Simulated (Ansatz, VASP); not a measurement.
**Two plane-wave programs on TeAs**

```
CELL_PARAMETERS angstrom
0.00000 2.96767 2.96767
2.96767 0.00000 2.96767
2.96767 2.96767 0.00000
ATOMIC_POSITIONS crystal
Te 0.50000 0.50000 0.50000
As 0.00000 0.00000 0.00000
```

Alike in both runs: task single point; functional LDA; k mesh 4 × 4 × 4; no spin polarisation.

```csv
,VASP,Ansatz
version,VASP 6.6.1,Ansatz 0.2.0
potentials or method,"VASP PAW LDA potentials, release 64 (Te, As), cutoff 500 eV","plane waves, PAW"
occupations,"methfessel-paxton of order 1, width 0.1 eV","cold, width 0.1 eV"
valence electrons in the cell,11,31
```

Ansatz gave:

| Item | Value |
| --- | --- |
| pressure (GPa) | -4.3 |

Q: Estimate VASP's values.

A: Pressure (GPa): -4.2.

LDA's correlation is that of Perdew and Zunger in VASP and of Perdew and Wang (1992) in Ansatz. VASP's potentials hold 11 valence electrons a cell and Ansatz's 31, so a difference there can come from the potentials and not from the codes.

The k mesh is coarse, so the values compare programs but aren't converged. Neither program's run includes spin-orbit coupling.
